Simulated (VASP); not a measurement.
Here is a VASP 6.6.1 calculation.

File INCAR:

```
  PREC = Accurate
  ENCUT = 520
  EDIFF = 1E-6
  ISMEAR = 0
  SIGMA = 0.1
  LREAL = F
  LASPH = T
  NELM = 60
  ALGO = Normal
  ISIF = 2
  LWAVE = F
  LCHARG = F
  GGA = PE
  NBANDS = 15
```

KPOINTS

```
regular mesh
0
Gamma
  4 4 4
```

Contents of POSCAR:

```
KF
1.0
    0.0000000000      3.2389350100      3.2389350100
    3.2389350100      0.0000000000      3.2389350100
    3.2389350100      3.2389350100      0.0000000000
K F
1 1
Direct
    0.7500000000      0.7500000000      0.7500000000
    0.0000000000      0.0000000000      0.0000000000
```

Potentials or basis: VASP PAW PBE potentials, release 64 (K_sv, F).

Run with:

```bash
$ cat potpaw_PBE.64/K_sv/POTCAR potpaw_PBE.64/F/POTCAR > POTCAR
$ mpirun -np 1 vasp_std > vasp.out
```

(1) What does it give for the band gap on the k mesh?

(2) What does it give for the pressure?

Answers

(1) 4.40 eV (least direct gap 4.46 eV).

(2) -2.9 GPa.

Caveat: the cell differs from its parent crystal (atoms taken out).
